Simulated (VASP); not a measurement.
Write the native input for VASP 6.6.1 that does the following.

```
Task                   : single point
Functional             : PBE
Potentials or basis    : VASP PAW PBE potentials, release 64 (Si, C)
Cutoff                 : 520 eV
k mesh                 : 12 × 12 × 6
Occupations            : fermi-dirac, width 0.02 eV
Spin                   : no spin polarisation
Dipole correction      : no
Further INCAR settings : ALGO = Normal; EDIFF = 1e-07; NBANDS = 16
```

The structure of SiC lies in POSCAR:

```
SiC
1.0
    3.1522401494      0.0000000000      0.0000000000
   -1.5761200747      2.7299200482      0.0000000000
    0.0000000000      0.0000000000      5.0283199721
Si C
2 2
Direct
    0.3333333333      0.6666666667     -0.0016257825
    0.6666666667      0.3333333333      0.4983742175
    0.3333333333      0.6666666667      0.3766257825
    0.6666666667      0.3333333333      0.8766257825
```

This cell differs from its parent crystal: epitaxial xy strain +2.5%.

The input as run:

INCAR

```
SYSTEM = SiC
PREC = Accurate
ENCUT = 520
EDIFF = 1E-7
ISMEAR = -1
SIGMA = 0.02
LREAL = .FALSE.
LASPH = .TRUE.
NELM = 80
ALGO = Normal
ISIF = 2
LWAVE = .FALSE.
LCHARG = .FALSE.
GGA = PE
NBANDS = 16
```

KPOINTS

```
regular mesh
0
G
  12 12 6
  0 0 0
```

Potentials or basis: VASP PAW PBE potentials, release 64 (Si, C).

Launch:

```console
$ cat potpaw_PBE.64/Si/POTCAR potpaw_PBE.64/C/POTCAR > POTCAR
$ mpirun -np 1 vasp_std > vasp.out
```

Results of the run:

The pressure is -6.0 GPa, the largest force is 0.034 eV/Å and the band gap on the k mesh is 2.43 eV, indirect (least direct gap 3.65 eV).

Caveat: the cell differs from its parent crystal (epitaxial xy strain +2.5%).

Run time: 16 s on 1 thread of Intel(R) Xeon(R) 6975P-C (Granite Rapids), with other jobs on the host, peak memory 0.17 GiB.
